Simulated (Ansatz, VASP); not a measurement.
**CoO: VASP beside Ansatz**

```
Co O
1.0
     1.60222    0.92504    5.13294
    -1.60222    0.92504    5.13294
     0.00000   -1.85008    5.13294
Co O
2 2
Direct
  0.99949 0.99949 0.99949
  0.49949 0.49949 0.49949
  0.37550 0.37550 0.37550
  0.87553 0.87553 0.87553
```

Alike in both runs: task relaxation of cell and atoms; functional PBE; k mesh 6 × 6 × 6; occupations gaussian, width 0.1 eV; collinear spin; Hubbard terms Co d U = 3.32 eV.

```csv
,VASP,Ansatz
version,VASP 6.6.1,Ansatz 0.2.0
potentials or method,"VASP PAW PBE potentials, release 64 (Co, O), cutoff 600 eV","scalar-relativistic, plane waves, PAW"
valence electrons in the cell,30,46
```

|  | VASP | Ansatz | Ansatz less VASP |
| --- | --- | --- | --- |
| gap on the k mesh at the Fermi level, each at its own relaxed structure (eV) | 1.08 | 1.00 | -0.087 |
| net moment per atom (μB) | 0.00 | 0.00 | 0.000 |
| size of the moment on the site where the two differ most (μB) | 2.63 | 2.40 | -0.229 |
| relaxed volume (Å³/atom) | 12.07 | 12.24 | +0.174 |
| relaxed cell length with the largest relative difference (Å) | 5.571 | 5.608 | +0.0366 |

Site moments also hang on the region over which each program counts them. The programs project onto different local orbitals, so the same U acts differently, and such runs can settle in different states. VASP's potentials hold 30 valence electrons a cell and Ansatz's 46, so a difference there can come from the potentials and not from the codes. Ansatz's warnings: anti translation declined.
